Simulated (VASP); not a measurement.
Runs of VASP 6.6.1 on NbGaSe3. The structure is that of space group Pm-3m (No. 221), or close to it. The cells are those of the table. The cell was generated, and may not be a known phase.

```csv
task,spin,cell,k mesh,cutoff (eV),gap on the mesh (eV),pressure (GPa),relaxed volume (Å³/atom)
single point,"collinear, zero start","a = 4.653 Å, 5 atoms",4 × 4 × 4,520,none,30.1,-
single point,off,"a = 5.068 Å, 5 atoms",4 × 4 × 4,520,none,(a),-
single point,off,"a = 5.079 Å, 5 atoms",8 × 8 × 8,520,none,0.0,-
relaxation of cell and atoms,off,"relaxed from a = 4.653 Å, 5 atoms",4 × 4 × 4,600,none,0.0,26.08
relaxation of cell and atoms,off,"relaxed from a = 5.068 Å, 5 atoms",8 × 8 × 8,600,none,0.0,26.20
```

Alike in all rows: level PBE; potentials or basis VASP PAW PBE potentials, release 64 (Nb_sv, Ga_d, Se); smearing gaussian 0.1 eV.

Fill in the values left out.

(a) 0.1.

Caveats: the cell stands under pressure (at least some runs); the volume moved by over 15 % at a fixed basis, so the end points are rough (at least some runs).

A k mesh can miss the band edges, and the runs leave out spin-orbit coupling on Ga, Nb, Se.

A gap of «none» marks levels without a gap at the run's occupations.
